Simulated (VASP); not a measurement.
# Ti2Al6H in VASP: a series of runs

Ti2Al6H is run at these levels: PBE+D3(BJ); tasks: single point.

Program: VASP 6.6.1. These are calculated values, not measurements. Logs are shortened: lines on timing, memory, paths and dates and some standing lists are left out, and cuts for length are marked.

## (1) The cell of the first run

The cell holds a slab with vacuum, 9 atoms: a = 5.024 Å, b = 5.024 Å, c = 21.219 Å, α = 90.00°, β = 90.00°, γ = 64.55°.

## (2) Single point, PBE+D3(BJ)

INCAR

```
ALGO = Normal
DIPOL = 0.5 0.5 0.312
EDIFF = 1E-7
ENCUT = 520
GGA = PE
IDIPOL = 3
ISIF = 2
ISMEAR = 0
IVDW = 12
LASPH = T
LCHARG = F
LDIPOL = T
LREAL = F
LWAVE = F
NBANDS = 32
NELM = 80
PREC = Accurate
SIGMA = 0.1
```

KPOINTS

```
k-points
0
Gamma
  6 6 1
```

POSCAR

```
Ti2Al6H
1.0
    5.0241861190      0.0000000000      0.0000000000
    2.1588814530      4.5367033218      0.0000000000
    0.0000000000      0.0000000000     21.2187109014
Al Ti H
6 2 1
Direct
    0.5000000000      0.0000000000      0.1885128658
    0.0000000000      0.5000000000      0.1885128658
    0.0000000000      0.0000000000      0.2517328341
    0.0000000000      0.5000000000      0.3193548961
    0.5000000000      0.0000000000      0.3193548961
    0.5000000000      0.5000000000      0.3826203646
    0.5000000000      0.5000000000      0.2517328341
    0.0000000000      0.0000000000      0.3797002555
    0.5000000000      0.5000000000      0.5287178356
```

Potentials or basis: VASP PAW PBE potentials, release 64 (Al, Ti_sv, H).

Launch:

```
cat potpaw_PBE.64/Al/POTCAR potpaw_PBE.64/Ti_sv/POTCAR potpaw_PBE.64/H/POTCAR > POTCAR
mpirun -np 1 vasp_std > vasp.out
```

OUTCAR:

```text
EDIFF = 1E-7
   ENCUT = 520
   GGA = PE
   ISIF = 2
   ISMEAR = 0
   IVDW = 12
   LASPH = T
   LREAL = F
   NELM = 80
   PREC = Accurate
 IVDW          = 12

 ion  position               nearest neighbor table
   1  0.500  0.000  0.189-   2 2.68   2 2.68   5 2.78   7 2.85   7 2.85   3 2.85   3 2.85
   2  0.000  0.500  0.189-   1 2.68   1 2.68   4 2.78   3 2.85   3 2.85   7 2.85   7 2.85
   3  0.000  0.000  0.252-   7 2.68   7 2.68   8 2.72   2 2.85   2 2.85   1 2.85   1 2.85   4 2.89
                             4 2.89   5 2.89   5 2.89
   4  0.000  0.500  0.319-   5 2.68   5 2.68   2 2.78   8 2.82   8 2.82   6 2.85   6 2.85   3 2.89
                             3 2.89   7 2.89   7 2.89
   5  0.500  0.000  0.319-   4 2.68   4 2.68   1 2.78   8 2.82   8 2.82   6 2.85   6 2.85   7 2.89
                             7 2.89   3 2.89   3 2.89
   6  0.500  0.500  0.383-   8 2.68   8 2.68   7 2.78   5 2.85   5 2.85   4 2.85   4 2.85
   7  0.500  0.500  0.252-   3 2.68   3 2.68   6 2.78   1 2.85   1 2.85   2 2.85   2 2.85   5 2.89
                             5 2.89   4 2.89   4 2.89
   8  0.000  0.000  0.380-   6 2.68   6 2.68   3 2.72   4 2.82   4 2.82   5 2.82   5 2.82
   9  0.500  0.500  0.529-

  LATTYP: Found a base centered orthorhombic cell.
 ALAT       =     5.3657849248
 B/A-ratio  =     1.5833231892
 C/A-ratio  =     3.9544467769

  Lattice vectors:

 A1 = (  -2.1588814530,  -4.5367033218,   0.0000000000)
 A2 = (   5.0241861190,   0.0000000000,   0.0000000000)
 A3 = (   0.0000000000,   0.0000000000,  21.2187109014)

Analysis of symmetry for initial positions (statically):
=====================================================================
 Subroutine PRICEL returns:
 Original cell was already a primitive cell.

 Routine SETGRP: Setting up the symmetry group for a
 base centered orthorhombic supercell.

 Subroutine GETGRP returns: Found  4 space group operations
 (whereof  4 operations were pure point group operations)
 out of a pool of  8 trial point group operations.

The static configuration has the point symmetry C_2v.

Analysis of symmetry for dynamics (positions and initial velocities):
=====================================================================
 Subroutine PRICEL returns:
 Original cell was already a primitive cell.

 Routine SETGRP: Setting up the symmetry group for a
 base centered orthorhombic supercell.

 Subroutine GETGRP returns: Found  4 space group operations
 (whereof  4 operations were pure point group operations)
 out of a pool of  8 trial point group operations.

The dynamic configuration has the point symmetry C_2v.

 Subroutine INISYM returns: Found  4 space group operations
 (whereof  4 operations are pure point group operations),
 and found     1 'primitive' translations

----------------------------------------------------------------------------------------

                                     Primitive cell

  volume of cell :     483.6432

  direct lattice vectors                    reciprocal lattice vectors
     5.024186119  0.000000000  0.000000000     0.199037212 -0.094715858  0.000000000
     2.158881453  4.536703322  0.000000000     0.000000000  0.220424376  0.000000000
     0.000000000  0.000000000 21.218710901     0.000000000  0.000000000  0.047128216

  length of vectors
     5.024186119  5.024186119 21.218710901     0.220424376  0.220424376  0.047128216

  position of ions in fractional coordinates (direct lattice)
     0.500000000  0.000000000  0.188512866
     1.000000000  0.500000000  0.188512866
     0.000000000  0.000000000  0.251732834
     1.000000000  0.500000000  0.319354896
     0.500000000  0.000000000  0.319354896
     0.500000000  0.500000000  0.382620365
     0.500000000  0.500000000  0.251732834
     0.000000000  0.000000000  0.379700255
     0.500000000  0.500000000  0.528717836

  ion indices of the primitive-cell ions
   primitive index   ion index
                 1           1
                 2           2
                 3           3
                 4           4
                 5           5
                 6           6
                 7           7
                 8           8
                 9           9

----------------------------------------------------------------------------------------

 KPOINTS: k-points

Automatic generation of k-mesh.
 Grid dimensions read from file:
 generate k-points for:    6    6    1

 Generating k-lattice:

  Cartesian coordinates                     Fractional coordinates (reciprocal lattice)
     0.033172869 -0.015785976  0.000000000     0.166666667 -0.000000000  0.000000000
     0.000000000  0.036737396  0.000000000     0.000000000  0.166666667  0.000000000
     0.000000000  0.000000000  0.047128216     0.000000000  0.000000000  1.000000000

  Length of vectors
     0.036737396  0.036737396  0.047128216

  Shift w.r.t. Gamma in fractional coordinates (k-lattice)
     0.000000000  0.000000000  0.000000000

 Subroutine IBZKPT returns following result:
 ===========================================

 Found     13 irreducible k-points:

 Following reciprocal coordinates:
            Coordinates               Weight
  0.000000  0.000000  0.000000      1.000000
  0.166667  0.000000  0.000000      4.000000
  0.333333  0.000000  0.000000      4.000000
  0.500000  0.000000  0.000000      2.000000
  0.166667  0.166667  0.000000      2.000000
  0.333333  0.166667  0.000000      4.000000
  0.500000  0.166667  0.000000      4.000000
 -0.333333  0.166667  0.000000      4.000000
 -0.166667  0.166667  0.000000      2.000000
  0.333333  0.333333  0.000000      2.000000
  0.500000  0.333333  0.000000      4.000000
 -0.333333  0.333333  0.000000      2.000000
  0.500000  0.500000  0.000000      1.000000
   k-points           NKPTS =     13   k-points in BZ     NKDIM =     13   number of bands    NBANDS=     32
   number of dos      NEDOS =    301   number of ions     NIONS =      9
   total plane-waves  NPLWV = 256000
   dimension x,y,z NGX =    40 NGY =   40 NGZ =  160
   dimension x,y,z NGXF=    80 NGYF=   80 NGZF=  320
   ions per type =               6   2   1
   NGX,Y,Z   is equivalent  to a cutoff of  13.24, 13.24, 12.54 a.u.
   NGXF,Y,Z  is equivalent  to a cutoff of  26.47, 26.47, 25.07 a.u.
 SYSTEM =  unknown system
   PREC   = accura    normal or accurate (medium, high low for compatibility)
   ISTART =      0    job   : 0-new  1-cont  2-samecut
   ICHARG =      2    charge: 1-file 2-atom 10-const
   ISPIN  =      1    spin polarized calculation?
   LNONCOLLINEAR =      F non collinear calculations
   LSORBIT =      F    spin-orbit coupling
   LASPH  =      T    aspherical Exc in radial PAW
   ENCUT  =  520.0 eV  38.22 Ry    6.18 a.u.   9.34  9.34 39.45*2*pi/ulx,y,z
   NELM   =     80;   NELMIN=  2; NELMDL= -5     # of ELM steps
   EDIFF  = 0.1E-06   stopping-criterion for ELM
   LREAL  =      F    real-space projection
   EDIFFG = 0.1E-05   stopping-criterion for IOM
   NSW    =      0    number of steps for IOM
   IBRION =     -1    ionic relax: 0-MD 1-quasi-New 2-CG
   NFREE  =      0    steps in history (QN), initial steepest desc. (CG)
   ISIF   =      2    stress and relaxation
   ISYM   =      2    0-nonsym 1-usesym 2-fastsym
   POTIM  = 0.5000    time-step for ionic-motion
   TEBEG  =    0.0;   TEEND  =   0.0 temperature during run
   PSTRESS=    0.0 pullay stress
   NELECT =      43.0000    total number of electrons
   NUPDOWN=      -1.0000    fix difference up-down
   EMIN   =  10.00;   EMAX   =-10.00  energy-range for DOS
   EFERMI =   0.00;   METHOD = LEGACY
   ISMEAR =     0;   SIGMA  =   0.10  broadening in eV -4-tet -1-fermi 0-gaus
   EFERMI_NEDOS =   21; number of points for ismear=-14 and -15
   IALGO  =     38    algorithm
   IMIX   =      4    mixing-type and parameters
     AMIX     =   0.40;   BMIX     =  1.00
     AMIX_MAG =   1.60;   BMIX_MAG =  1.00
  volume/ion in A,a.u.               =      53.74       362.64
  Fermi-wavevector in a.u.,A,eV,Ry     =   0.730672  1.380770  7.263905  0.533882
  Thomas-Fermi vector in A             =   1.822700
   LORBIT       =      0    0 simple, 1 ext, 2 COOP (PROOUT), +10 PAW based schemes
   GGA     = PE    functional components
   LHFCALC =     F    Hartree Fock is set to
   AEXX    =    0.0000 exact exchange contribution
   IVDW    =    12    specifies the selected vdW correction
   LEPSILON=     F    determine dielectric tensor
   LRPA    =     F    only Hartree local field effects (RPA)
 non-spin polarized calculation
 Gauss-broadening in eV      SIGMA  =   0.10
  energy-cutoff  :      520.00
  volume of cell :      483.64
 maximum number of plane-waves:     13072
 NGX is ok and might be reduce to    40
   NGX = 19   NGY = 19   NGZ = 79

 dipolmoment           0.000000      0.000000     -0.001933 electrons x Angstroem

 number of electron      43.0000009 magnetization

 dipolmoment           0.000000      0.000000      0.219998 electrons x Angstroem

 Free energy of the ion-electron system (eV)
  ---------------------------------------------------
  ext. energy  EPLUGINS =         0.00000000
  ---------------------------------------------------
  free energy    TOTEN  =       -37.10489965 eV

  energy without entropy =      -37.07184788  energy(sigma->0) =      -37.08837376

 E-fermi :  -1.3543     XC(G=0):  -4.0740

 val. band max:       -1.3609436409   @ k =   0.3333   0.1667   0.0000
 cond. band min:      -1.2980236234   @ k =  -0.3333   0.1667   0.0000
 fundamental gap:      0.0629200175
 Fermi energy:        -1.3542941546

 k-point     1 :       0.0000    0.0000    0.0000
  band No.  band energies     occupation
      1     -58.3536      2.00000
      2     -57.9359      2.00000
      3     -34.8144      2.00000
      4     -34.6143      2.00000
      5     -34.4780      2.00000
      6     -34.3448      2.00000
[... 24 lines left out ...]
     31       1.2208      0.00000
     32       1.4795      0.00000
[... 389 lines left out ...]
      2     -57.9359      2.00000
      3     -34.8142      2.00000
      4     -34.6154      2.00000
      5     -34.4784      2.00000
      6     -34.3445      2.00000
[... 24 lines left out ...]
     31       1.8769      0.00000
     32       1.9553      0.00000

------------------------ aborting loop because EDIFF is reached ----------------------------------------

 vacuum level on the upper side and lower side of the slab       (xc-potential included)         0.746        -0.948

 Edisp (eV)   -2.02155

 E8    (eV) :    -0.9630

  FORCE on cell =-STRESS in cart. coord.  units (eV):
  Direction    XX          YY          ZZ          XY          YZ          ZX
  --------------------------------------------------------------------------------------
  -------------------------------------------------------------------------------------
  Total      -4.19694    -2.58601    -5.54274    -1.69261     0.00000     0.00000
  in kB     -13.90331    -8.56674   -18.36157    -5.60716     0.00000     0.00000
  external pressure =      -13.61 kB  Pullay stress =        0.00 kB

 VOLUME and BASIS-vectors are now :
 -----------------------------------------------------------------------------
  energy-cutoff  :      520.00
  volume of cell :      483.64
      direct lattice vectors                 reciprocal lattice vectors
     5.024186119  0.000000000  0.000000000     0.199037212 -0.094715858  0.000000000
     2.158881453  4.536703322  0.000000000     0.000000000  0.220424376  0.000000000
     0.000000000  0.000000000 21.218710901     0.000000000  0.000000000  0.047128216

 POSITION                                       TOTAL-FORCE (eV/Angst)
 -----------------------------------------------------------------------------------
      2.51209      0.00000      4.00000        -0.000000      0.000000      0.557227
      1.07944      2.26835      4.00000        -0.000000      0.000000      0.557227
      0.00000      0.00000      5.34145        -0.000000      0.000000     -0.531074
      1.07944      2.26835      6.77630        -0.000000      0.000000     -0.019322
      2.51209      0.00000      6.77630        -0.000000      0.000000     -0.019322
      3.59153      2.26835      8.11871         0.000000      0.000000      0.414361
      3.59153      2.26835      5.34145        -0.000000      0.000000     -0.365742
      0.00000      0.00000      8.05675         0.000000      0.000000      0.513432
      3.59153      2.26835     11.21871        -0.000000      0.000000     -1.106786
 -----------------------------------------------------------------------------------
    total drift:                                0.000000      0.000000     -0.000306

  FREE ENERGIE OF THE ION-ELECTRON SYSTEM (eV)
  ---------------------------------------------------
  free  energy   TOTEN  =       -39.1264497963 eV

  energy  without entropy=      -39.0933980305  energy(sigma->0) =      -39.10992391

 vacuum level on the upper side and lower side of the slab         4.480         2.737
```

Wall time 17 min (1 thread of Intel Xeon 8259CL, shared host); peak memory 0.64 GiB.

What came out:

```
Free energy                : -39.1264 eV
Largest force              : 1.107 eV/Å
Band gap on the k mesh     : zero (an odd number of electrons rules out a gap without spin polarisation)
Dispersion energy per atom : -0.225 eV
```

Forces in eV/Å, atoms in the order of the input:
```
Al   0.000  0.000  0.557
Al   0.000  0.000  0.557
Al   0.000  0.000 -0.531
Al   0.000  0.000 -0.019
Al   0.000  0.000 -0.019
Al   0.000  0.000  0.414
Ti   0.000  0.000 -0.366
Ti   0.000  0.000  0.513
H    0.000  0.000 -1.107
```

## (3) Single point, PBE+D3(BJ)

INCAR

```
ALGO = Normal ; DIPOL = 0.5 0.5 0.312
EDIFF = 1E-6 ; ENCUT = 520
GGA = PE ; IDIPOL = 3
ISIF = 2 ; ISMEAR = 0
IVDW = 12 ; LASPH = T
LCHARG = F ; LDIPOL = T
LREAL = F ; LWAVE = F
NBANDS = 32 ; NELM = 100
PREC = Accurate ; SIGMA = 0.1
```

KPOINTS is that of step 2.

POSCAR, as its differences from that of step 2:

```diff
@@ -16,2 +16,2 @@
     0.0000000000      0.0000000000      0.3797002555
-    0.5000000000      0.5000000000      0.5287178356
+    1.0000000000      1.0000000000      0.5287178356
```

Potentials or basis: VASP PAW PBE potentials, release 64 (Al, Ti_sv, H).

Launch:

```
cat potpaw_PBE.64/Al/POTCAR potpaw_PBE.64/Ti_sv/POTCAR potpaw_PBE.64/H/POTCAR > POTCAR
mpirun -np 1 vasp_std > vasp.out
```

OUTCAR:

```text
EDIFF = 1E-6
   ENCUT = 520
   GGA = PE
   ISIF = 2
   ISMEAR = 0
   IVDW = 12
   LASPH = T
   LREAL = F
   NELM = 100
   PREC = Accurate
 IVDW          = 12

 ion  position               nearest neighbor table
   1  0.500  0.000  0.189-   2 2.68   2 2.68   5 2.78   7 2.85   7 2.85   3 2.85   3 2.85
   2  0.000  0.500  0.189-   1 2.68   1 2.68   4 2.78   3 2.85   3 2.85   7 2.85   7 2.85
   3  0.000  0.000  0.252-   7 2.68   7 2.68   8 2.72   2 2.85   2 2.85   1 2.85   1 2.85   4 2.89
                             4 2.89   5 2.89   5 2.89
   4  0.000  0.500  0.319-   5 2.68   5 2.68   2 2.78   8 2.82   8 2.82   6 2.85   6 2.85   3 2.89
                             3 2.89   7 2.89   7 2.89
   5  0.500  0.000  0.319-   4 2.68   4 2.68   1 2.78   8 2.82   8 2.82   6 2.85   6 2.85   7 2.89
                             7 2.89   3 2.89   3 2.89
   6  0.500  0.500  0.383-   8 2.68   8 2.68   7 2.78   5 2.85   5 2.85   4 2.85   4 2.85
   7  0.500  0.500  0.252-   3 2.68   3 2.68   6 2.78   1 2.85   1 2.85   2 2.85   2 2.85   5 2.89
                             5 2.89   4 2.89   4 2.89
   8  0.000  0.000  0.380-   6 2.68   6 2.68   3 2.72   4 2.82   4 2.82   5 2.82   5 2.82
   9  0.000  0.000  0.529-

  LATTYP: Found a base centered orthorhombic cell.
 ALAT       =     5.3657849248
 B/A-ratio  =     1.5833231892
 C/A-ratio  =     3.9544467769

  Lattice vectors:
[... 649 lines left out ...]

 vacuum level on the upper side and lower side of the slab       (xc-potential included)         1.009        -1.355

 Edisp (eV)   -2.02174

 E8    (eV) :    -0.9631

  FORCE on cell =-STRESS in cart. coord.  units (eV):
  Direction    XX          YY          ZZ          XY          YZ          ZX
  --------------------------------------------------------------------------------------
  -------------------------------------------------------------------------------------
  Total      -4.30827    -2.56193    -4.71126    -1.83489     0.00000     0.00000
  in kB     -14.27213    -8.48698   -15.60713    -6.07850     0.00000     0.00000
  external pressure =      -12.79 kB  Pullay stress =        0.00 kB

 VOLUME and BASIS-vectors are now :
 -----------------------------------------------------------------------------
  energy-cutoff  :      520.00
  volume of cell :      483.64
      direct lattice vectors                 reciprocal lattice vectors
     5.024186119  0.000000000  0.000000000     0.199037212 -0.094715858  0.000000000
     2.158881453  4.536703322  0.000000000     0.000000000  0.220424376  0.000000000
     0.000000000  0.000000000 21.218710901     0.000000000  0.000000000  0.047128216

 POSITION                                       TOTAL-FORCE (eV/Angst)
 -----------------------------------------------------------------------------------
      2.51209      0.00000      4.00000        -0.000000      0.000000      0.507631
      1.07944      2.26835      4.00000        -0.000000      0.000000      0.507631
      0.00000      0.00000      5.34145         0.000000      0.000000     -0.521455
      1.07944      2.26835      6.77630        -0.000000      0.000000     -0.034845
      2.51209      0.00000      6.77630         0.000000      0.000000     -0.034845
      3.59153      2.26835      8.11871         0.000000      0.000000      0.210646
      3.59153      2.26835      5.34145        -0.000000      0.000000     -0.572154
      0.00000      0.00000      8.05675         0.000000      0.000000      1.087717
      0.00000      0.00000     11.21871        -0.000000      0.000000     -1.150326
 -----------------------------------------------------------------------------------
    total drift:                                0.000000      0.000000     -0.000311

  FREE ENERGIE OF THE ION-ELECTRON SYSTEM (eV)
  ---------------------------------------------------
  free  energy   TOTEN  =       -39.1597820987 eV

  energy  without entropy=      -39.1203059124  energy(sigma->0) =      -39.14004401

 vacuum level on the upper side and lower side of the slab         4.827         2.404
```

stdout:

```text
POSCAR found type information on POSCAR AlTiH
 POSCAR found :  3 types and       9 ions
 scaLAPACK will be used
 LDA part: xc-table for (Slater+PW92), standard interpolation
 POSCAR, INCAR and KPOINTS ok, starting setup
 FFT: planning ... GRIDC
 FFT: planning ... GRID_SOFT
 FFT: planning ... GRID
 WAVECAR not read
 entering main loop
```

Run time: 11 min. Hardware: 1 thread of Intel Xeon 8259CL, shared host; peak memory 0.65 GiB.

Results:

```yaml
Free_energy: -39.1598 eV
Largest_force: 1.150 eV/Å
Band_gap_on_the_k_mesh: zero (an odd number of electrons rules out a gap without spin polarisation)
Dispersion_energy_per_atom: -0.225 eV
```

Forces on the atoms (eV/Å):
```
Al   0.000  0.000  0.508
Al   0.000  0.000  0.508
Al   0.000  0.000 -0.521
Al   0.000  0.000 -0.035
Al   0.000  0.000 -0.035
Al   0.000  0.000  0.211
Ti   0.000  0.000 -0.572
Ti   0.000  0.000  1.088
H    0.000  0.000 -1.150
```

Levels at points of the mesh, in eV from the Fermi level:
| k point | band 20 | band 21 | band 22 | band 23 | band 24 | band 25 |
| --- | --- | --- | --- | --- | --- | --- |
| (0.00, 0.00, 0.00) | -0.84 | -0.42 | -0.21 | -0.14 | 0.82 | 1.02 |
| (0.50, 0.00, 0.00) | -0.22 | -0.07 | -0.05 | 0.34 | 0.82 | 1.02 |
| (0.50, 0.50, 0.00) | -0.13 | 0.41 | 0.42 | 0.45 | 0.57 | 0.72 |

The gap in the log of VASP goes by the Fermi energy; the results here count the filled bands.